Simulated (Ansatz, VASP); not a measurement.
## Mg3O2: VASP beside Ansatz

File INCAR:

```
PREC = Accurate
ENCUT = 600
EDIFF = 1E-6
ISMEAR = 0
SIGMA = 0.2
LREAL = F
LASPH = T
NELM = 60
ALGO = Normal
ISIF = 3
LWAVE = F
LCHARG = F
GGA = PE
IBRION = 2
NSW = 36
EDIFFG = -0.08
```

Contents of KPOINTS:

```
regular mesh
0
Gamma
  7 7 7
```

Contents of POSCAR:

```
Mg3O2
1.0
   -1.5250000000      1.5250000000      7.1000000000
    1.5250000000     -1.5250000000      7.1000000000
    1.5250000000      1.5250000000     -7.1000000000
Mg O
3 2
Direct
    0.6750000000      0.6750000000      0.0000000000
    0.3250000000      0.3250000000      0.0000000000
    0.0000000000      0.0000000000      0.0000000000
    0.8250000000      0.8250000000      0.0000000000
    0.1750000000      0.1750000000      0.0000000000
```

Input for Ansatz:

```yaml
crystal:
  lattice:
    - [-1.525, 1.525, 7.1]
    - [1.525, -1.525, 7.1]
    - [1.525, 1.525, -7.1]
  atoms:
    - { symbol: Mg, position: [0.675, 0.675, 0.0] }
    - { symbol: Mg, position: [0.325, 0.325, 0.0] }
    - { symbol: Mg, position: [0.0, 0.0, 0.0] }
    - { symbol: O, position: [0.825, 0.825, 0.0] }
    - { symbol: O, position: [0.175, 0.175, 0.0] }
basis:
  ecutwfc: 420
kpoints:
  mp_grid: { grid: [7, 7, 7] }
hamiltonian:
  xc: pbe
scf:
  occupations: { method: gaussian, width: 0.2 }
  lower_state_search: "off"
output:
  forces: true
  stress: true
  eigenvalues: true
relax:
  adjacent_minimum: "off"
  f_tol: 0.08
  max_steps: 16
  cell: { stress_tol: 0.8 }
```

Alike in both runs: task relaxation of cell and atoms; functional PBE; k mesh 7 × 7 × 7; occupations gaussian, width 0.2 eV; no spin polarisation.

|  | VASP | Ansatz |
| --- | --- | --- |
| version | VASP 6.6.1 | Ansatz 0.2.0 |
| potentials or method | VASP PAW PBE potentials, release 64 (Mg, O), cutoff 600 eV | scalar-relativistic, plane waves, PAW |
| valence electrons in the cell | 18 | 42 |

Ansatz gave:

- gap on the k mesh at the Fermi level, each at its own relaxed structure (eV): none
- relaxed volume (Å³/atom): 12.11
- relaxed cell length with the largest relative difference (Å): 6.975

Estimate VASP's values.

gap on the k mesh at the Fermi level, each at its own relaxed structure (eV): none; relaxed volume (Å³/atom): 11.91; relaxed cell length with the largest relative difference (Å): 6.909.

A gap of «none» marks a metal or a gap that the smearing closes. VASP's potentials hold 18 valence electrons a cell and Ansatz's 42, so a difference there can come from the potentials and not from the codes.

The k mesh is coarse, so the values compare programs but aren't converged.
